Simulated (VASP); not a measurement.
Input of a VASP 6.6.1 run:

The input INCAR:

```
ALGO = Normal
EDIFF = 1E-6
EDIFFG = -0.01
ENCUT = 600
GGA = RP
IBRION = 2
ISIF = 3
ISMEAR = 0
LASPH = True
LCHARG = False
LREAL = False
LWAVE = False
NELM = 60
NSW = 80
PREC = Accurate
SIGMA = 0.01
```

The input KPOINTS:

```
k-points
0
Gamma
  6 6 4
```

The input POSCAR:

```
La2O3
1.0
    3.9307778800      0.0000000000      0.0000000000
   -1.9653889400      3.4041535000      0.0000000000
    0.0000000000      0.0000000000      6.1119535200
La O
2 3
Direct
    0.6666666667      0.3333333333      0.7537643200
    0.3333333333      0.6666666667      0.2462356800
    0.6666666667      0.3333333333      0.3541093500
    0.3333333333      0.6666666667      0.6458906500
    0.0000000000      0.0000000000      0.0000000000
```

Potentials or basis: VASP PAW PBE potentials, release 64 (La, O).

Run with:

```console
$ cat potpaw_PBE.64/La/POTCAR potpaw_PBE.64/O/POTCAR > POTCAR
$ mpirun -np 1 vasp_std > vasp.out
```

Estimate the relaxed cell.

a = 3.959 Å, b = 3.959 Å, c = 6.277 Å, α = 90.00°, β = 90.00°, γ = 120.00°.

What does it give for the space group after relaxing (to 0.1 Å)?

P-3m1 (No. 164).

What does it give for the band gap on the k mesh?

3.89 eV (least direct gap 4.08 eV).

Predict the relaxed volume.

17.04 Å³/atom.

Final structure:
```
La O
1.0
     3.95859    0.00000    0.00000
    -1.97930    3.42824    0.00000
     0.00000    0.00000    6.27658
La O
2 3
Direct
  0.66667 0.33333 0.75143
  0.33333 0.66667 0.24857
  0.66667 0.33333 0.35485
  0.33333 0.66667 0.64515
  0.00000 0.00000 0.00000
```

Caveat: the PAW data sets were made with another functional, which shifts forces and pressure a little; spin-orbit coupling is left out, which moves the levels of the heavy elements. A k mesh can miss the band edges.
